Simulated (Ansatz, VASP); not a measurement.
## Two plane-wave programs on SnO2

The input INCAR:

```
ALGO = Normal
EDIFF = 1E-6
ENCUT = 520
GGA = PS
ISIF = 2
ISMEAR = 0
LASPH = T
LCHARG = F
LREAL = F
LWAVE = F
NBANDS = 20
NELM = 80
PREC = Accurate
SIGMA = 0.05
```

File KPOINTS:

```
k-points
0
Gamma
  12 12 12
```

File POSCAR:

```
SnO2
1.0
    1.6321500000      0.9423222419      4.4103567335
   -1.6321500000      0.9423222419      4.4103567335
    0.0000000000     -1.8846444837      4.4103567335
Sn O
1 2
Direct
    0.5000000000      0.5000000000      0.5000000000
    0.2414378084      0.2414378084      0.2414378084
    0.7585621916      0.7585621916      0.7585621916
```

Input for Ansatz:

```yaml
crystal:
  lattice:
    - [1.63215, 0.9423222419, 4.4103567335]
    - [-1.63215, 0.9423222419, 4.4103567335]
    - [0.0, -1.8846444837, 4.4103567335]
  atoms:
    - { symbol: Sn, position: [0.5, 0.5, 0.5] }
    - { symbol: O, position: [0.2414378084, 0.2414378084, 0.2414378084] }
    - { symbol: O, position: [0.7585621916, 0.7585621916, 0.7585621916] }
basis:
  ecutwfc: 520.0
kpoints:
  mp_grid: { grid: [12, 12, 12] }
hamiltonian:
  xc: pbesol
  pseudopotentials: { kind: paw, azcp: { folder: soft_1 } }
scf:
  occupations: { method: gaussian, width: 0.05 }
output:
  forces: true
  stress: true
  eigenvalues: true
```

Alike in both runs: task single point; functional PBEsol; k mesh 12 × 12 × 12; occupations gaussian, width 0.05 eV; no spin polarisation.

|  | VASP | Ansatz |
| --- | --- | --- |
| version | VASP 6.6.1 | Ansatz 0.2.0 |
| potentials or method | VASP PAW PBE potentials, release 64 (Sn_d, O), cutoff 520 eV | scalar-relativistic, plane waves, PAW |
| valence electrons in the cell | 26 | 26 |

```csv
,VASP,Ansatz,Ansatz less VASP
gap on the k mesh at the Fermi level (eV),1.42,1.44,+0.017
least direct gap on the mesh (eV),1.44,1.45,+0.015
pressure (GPa),-5.4,-6.1,-0.63
"traceless stress, the component that is largest in VASP (GPa)",2.66,3.11,+0.451
rms of the force components (eV/Å),0.117,0.143,+0.0253
```

VASP's potentials were made for PBE, not for PBEsol, and Ansatz warns of the same on its side. Atom by atom the forces differ by 0.025 eV/Å (rms over components).
